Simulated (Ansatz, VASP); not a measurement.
**Two plane-wave programs on CdS**

INCAR

```
ALGO = Normal ; EDIFF = 1E-6
ENCUT = 520 ; GGA = PE
ISIF = 2 ; ISMEAR = 0
LASPH = True ; LCHARG = True
LELF = True ; LREAL = False
LVHAR = True ; LWAVE = False
NBANDS = 26 ; NELM = 80
PREC = Accurate ; SIGMA = 0.01
```

The input KPOINTS:

```
k-points
0
Gamma
  12 12 4
```

The input POSCAR:

```
CdS
1.0
    3.8410415908      0.0000000000      0.0000000000
   -1.9205207954      3.3264395946      0.0000000000
    0.0000000000      0.0000000000      6.4452705618
Cd S
2 2
Direct
    0.0000000000      0.0000000000      0.0000000000
    0.0000000000      0.0000000000      0.5000000000
    0.3333333333      0.6666666667      0.2500000000
    0.6666666667      0.3333333333      0.7500000000
```

Input for Ansatz:

```yaml
crystal:
  lattice:
    - [3.8410415908, 0.0, 0.0]
    - [-1.9205207954, 3.3264395946, 0.0]
    - [0.0, 0.0, 6.4452705618]
  atoms:
    - { symbol: Cd, position: [0.0, 0.0, 0.0] }
    - { symbol: Cd, position: [0.0, 0.0, 0.5] }
    - { symbol: S, position: [0.3333333333, 0.6666666667, 0.25] }
    - { symbol: S, position: [0.6666666667, 0.3333333333, 0.75] }
kpoints:
  mp_grid: { grid: [12, 12, 4] }
  band_path:
    path:
      - [0.0, 0.0, 0.0]
      - [0.5, 0.0, 0.0]
      - [0.3333333333, 0.3333333333, 0.0]
      - [0.0, 0.0, 0.5]
      - [0.5, 0.0, 0.5]
      - [0.3333333333, 0.3333333333, 0.5]
    npoints: 1
hamiltonian:
  xc: pbe
scf:
  occupations: { method: fixed }
  n_extra_bands: 5
output:
  forces: true
  stress: true
  eigenvalues: true
```

Alike in both runs: task single point; functional PBE; k mesh 12 × 12 × 4; no spin polarisation.

|  | VASP | Ansatz |
| --- | --- | --- |
| version | VASP 6.6.1 | Ansatz 0.2.0 |
| potentials or method | VASP PAW PBE potentials, release 64 (Cd, S) | plane waves, PAW |
| plane-wave cutoff (eV) | 520 | 420 |
| occupations | gaussian, width 0.01 eV | fixed |
| valence electrons in the cell | 36 | 52 |

|  | VASP | Ansatz | Ansatz less VASP |
| --- | --- | --- | --- |
| gap on the k mesh at the Fermi level (eV) | 0.64 | 0.64 | +0.005 |
| pressure (GPa) | 2.2 | 1.8 | -0.41 |
| traceless stress, the component that is largest in VASP (GPa) | -0.07 | -0.09 | -0.015 |

VASP's potentials hold 36 valence electrons a cell and Ansatz's 52, so a difference there can come from the potentials and not from the codes.
